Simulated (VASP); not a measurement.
A run of VASP 6.6.1:

POSCAR

```
KAsP2S7
1.0
    4.3459465052      5.0926754301      0.0096527037
    4.3459465052     -5.0926754301      0.0096527037
    0.8795114854      0.0000000000     -6.3551207895
As K P S
1 1 2 7
Direct
    0.4887258469      0.5112741531      0.0000000000
    0.1040407302      0.8959592698      0.5000000000
    0.0453812158      0.3534593808      0.9042591472
    0.6465406192      0.9546187842      0.0957408528
    0.8335458954      0.4635707916      0.7530019263
    0.5364292084      0.1664541046      0.2469980737
    0.5136800680      0.8616240517      0.8365856202
    0.1383759483      0.4863199320      0.1634143798
    0.3013527315      0.3595966827      0.7077345021
    0.6404033173      0.6986472685      0.2922654979
    0.9671244191      0.0328755809      0.0000000000
```

Contents of INCAR.step1:

```
  PREC = Accurate
  ENCUT = 520
  ISMEAR = -1
  SIGMA = 0.0483
  LREAL = F
  LASPH = T
  NELM = 60
  NBANDS = 44
  GGA = PE
  ALGO = Normal
  EDIFF = 1E-4
  LWAVE = T
  LCHARG = F
```

File INCAR.step2:

```
  PREC = Accurate
  ENCUT = 520
  EDIFF = 1E-6
  ISMEAR = -1
  SIGMA = 0.0483
  LREAL = F
  LASPH = T
  NELM = 60
  ALGO = Normal
  ISIF = 2
  LWAVE = F
  LCHARG = T
  METAGGA = R2SCAN
  LMIXTAU = T
  LELF = T
  LVHAR = T
  NBANDS = 44
  ISTART = 1
```

KPOINTS

```
regular mesh
0
Gamma
  3 3 4
```

Potentials or basis: VASP PAW PBE potentials, release 64 (As, K_sv, P, S).

The run is started by

```sh
$ cat potpaw_PBE.64/As/POTCAR potpaw_PBE.64/K_sv/POTCAR potpaw_PBE.64/P/POTCAR potpaw_PBE.64/S/POTCAR > POTCAR
$ cp INCAR.step1 INCAR
$ mpirun -np 1 vasp_std > vasp.out
$ cp INCAR.step2 INCAR
$ mpirun -np 1 vasp_std > vasp.out
```

Hardware: 1 thread of Intel(R) Xeon(R) 6975P-C (Granite Rapids), on a shared host.

Question: Estimate the wall time of this run.

Answer: Wall time 6 min on 1 thread of Intel(R) Xeon(R) 6975P-C (Granite Rapids) (shared host), peak memory 0.47 GiB. Counts: k points 14.
